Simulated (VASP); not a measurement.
Set up this calculation in VASP 6.6.1, as the native input.

```yaml
Task: relaxation of cell and atoms
Functional: PBEsol
Potentials_or_basis: VASP PAW PBE potentials, release 64 (Ga_d, P)
Cutoff: 500 eV
k_mesh: 8 × 8 × 8
Occupations: gaussian, width 0.02 eV
Spin: no spin polarisation
Dipole_correction: no
Further_INCAR_settings: ALGO = Normal; EDIFF = 1e-07; IBRION = 2; EDIFFG = -0.005; NSW = 100; ISIF = 3
```

The structure of GaP lies in POSCAR:

```
GaP
1.0
    0.0000000000      2.7349218499      2.7349218499
    2.7349218499      0.0000000000      2.7349218499
    2.7349218499      2.7349218499      0.0000000000
Ga P
1 1
Direct
    0.0000000000      0.0000000000      0.0000000000
    0.2500000000      0.2500000000      0.2500000000
```

These files were run (other wordings do the same):

INCAR

```
SYSTEM = GaP
PREC = Accurate ; ENCUT = 500
EDIFF = 1E-7 ; ISMEAR = 0
SIGMA = 0.02 ; LREAL = .False.
LASPH = .True. ; NELM = 120
ALGO = Normal ; ISIF = 3
LWAVE = .False. ; LCHARG = .False.
GGA = PS ; IBRION = 2
NSW = 100 ; EDIFFG = -0.005
GGA_COMPAT = .False. ; NELMIN = 4
```

KPOINTS

```
Automatic mesh
0
Gamma
  8 8 8
  0 0 0
```

Potentials or basis: VASP PAW PBE potentials, release 64 (Ga_d, P).

Command:

```console
$ cat potpaw_PBE.64/Ga_d/POTCAR potpaw_PBE.64/P/POTCAR > POTCAR
$ mpirun -np 1 vasp_std > vasp.out
```

It gave:

```yaml
Relaxed_volume: 20.09 Å³/atom
Relaxed_cell: a = 3.845 Å, b = 3.845 Å, c = 3.845 Å, α = 60.00°, β = 60.00°, γ = 60.00°
Space_group_after_relaxing_to_0.1_Å: F-43m (No. 216)
Energy_gained_by_relaxing: 1.7 meV/atom
Ionic_steps: 3
Pressure_after_relaxing: 0.0 GPa
Band_gap_on_the_k_mesh: 1.50 eV (least direct gap 1.81 eV)
```

Caveat: the PAW data sets were made with another functional, which shifts forces and pressure a little.

Run time: 30 s on 1 thread of Intel(R) Xeon(R) Platinum 8488C (Sapphire Rapids), on a shared host, peak memory 0.16 GiB.
